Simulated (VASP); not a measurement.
A run of VASP 6.6.1:

File INCAR:

```
SYSTEM = Ni
ALGO = Normal
EDIFF = 1E-6
ENCUT = 600
GGA = PE
GGA_COMPAT = .FALSE.
ISIF = 2
ISMEAR = -1
ISPIN = 2
LASPH = .TRUE.
LCHARG = .FALSE.
LMAXMIX = 4
LORBIT = 11
LREAL = .FALSE.
LWAVE = .FALSE.
MAGMOM = 1 1
NBANDS = 21
NELM = 200
NUPDOWN = 2.0
PREC = Accurate
SIGMA = 0.05
```

The input KPOINTS:

```
k-points
0
G
  12 12 7
  0 0 0
```

File POSCAR:

```
Ni
1.0
    2.4480228978      0.0000000000      0.0000000000
   -1.2240114489      2.1200500186      0.0000000000
    0.0000000000      0.0000000000      4.0728075700
Ni
2
Direct
    0.6666666667      0.3333333333      0.7500000000
    0.3333333333      0.6666666667      0.2500000000
```

Potentials or basis: VASP PAW PBE potentials, release 64 (Ni).

Command:

```bash
$ cat potpaw_PBE.64/Ni/POTCAR > POTCAR
$ mpirun -np 1 vasp_std > vasp.out
```

Hardware: 1 thread of Intel Xeon 6975P-C, on a shared host.

**Question.** Estimate the wall time of this run.

**Answer.** Run time: 62 s on 1 thread of Intel Xeon 6975P-C, with other jobs on the host, peak memory 0.19 GiB. Counts: scf iterations 13, k points 76.
